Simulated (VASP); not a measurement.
A run of VASP 6.6.1 is set up as follows.

INCAR

```
PREC = Accurate ; ENCUT = 520
EDIFF = 1E-6 ; ISMEAR = 1
SIGMA = 0.1 ; LREAL = F
LASPH = T ; NELM = 100
ALGO = Normal ; ISIF = 2
LWAVE = F ; LCHARG = F
GGA = PE ; NBANDS = 35
```

File KPOINTS:

```
regular mesh
0
Gamma
  6 6 6
```

File POSCAR:

```
ZnMo3
1.0
    4.0078541142      0.0000000000      0.0000000000
    0.0000000000      4.0078541142      0.0000000000
    0.0000000000      0.0000000000      4.0078541142
Zn Mo
1 3
Direct
    0.0000000000      0.0000000000      0.0000000000
    0.0000000000      0.5000000000      0.5000000000
    0.5000000000      0.0000000000      0.5000000000
    0.5000000000      0.5000000000      0.0000000000
```

Potentials or basis: VASP PAW PBE potentials, release 64 (Zn, Mo_sv).

Launch:

```console
$ cat potpaw_PBE.64/Zn/POTCAR potpaw_PBE.64/Mo_sv/POTCAR > POTCAR
$ mpirun -np 1 vasp_std > vasp.out
```

Task: Estimate the band gap on the k mesh.

Result: Zero (band 27 reaches 10.41 eV, above the bottom of band 28 at 9.01 eV).

Task: What does it give for the pressure?

Result: -10.3 GPa.
